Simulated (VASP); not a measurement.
A run of VASP 6.6.1:

File INCAR:

```
SYSTEM = Al2Cu
PREC = Accurate
ENCUT = 520
EDIFF = 1E-6
ISMEAR = 0
SIGMA = 0.15
LREAL = .False.
LASPH = .True.
NELM = 80
ALGO = Fast
ISIF = 2
LWAVE = .False.
LCHARG = .False.
GGA = PE
NBANDS = 26
```

Contents of KPOINTS:

```
regular mesh
0
Gamma
  10 10 10
  0 0 0
```

POSCAR

```
Al2Cu
1.0
   -3.1774500000      3.1774500000      2.4901000000
    3.1774500000     -3.1774500000      2.4901000000
    3.1774500000      3.1774500000     -2.4901000000
Al Cu
4 2
Direct
    0.1587211657      0.6587211657      0.8174423314
    0.6587211657      0.8412788343      0.5000000000
    0.8412788343      0.3412788343      0.1825576686
    0.3412788343      0.1587211657      0.5000000000
    0.7500000000      0.7500000000      0.0000000000
    0.2500000000      0.2500000000      0.0000000000
```

Potentials or basis: VASP PAW PBE potentials, release 64 (Al, Cu).

Run with:

```console
$ cat potpaw_PBE.64/Al/POTCAR potpaw_PBE.64/Cu/POTCAR > POTCAR
$ mpirun -np 1 vasp_std > vasp.out
```

Hardware: 1 thread of Intel(R) Xeon(R) 6975P-C (Granite Rapids) (shared host).

Estimate the wall time of this run.

Wall time 2.2 min on 1 thread of Intel(R) Xeon(R) 6975P-C (Granite Rapids), with other jobs on the host, peak memory 0.39 GiB. Counts: scf iterations 16, k points 102.
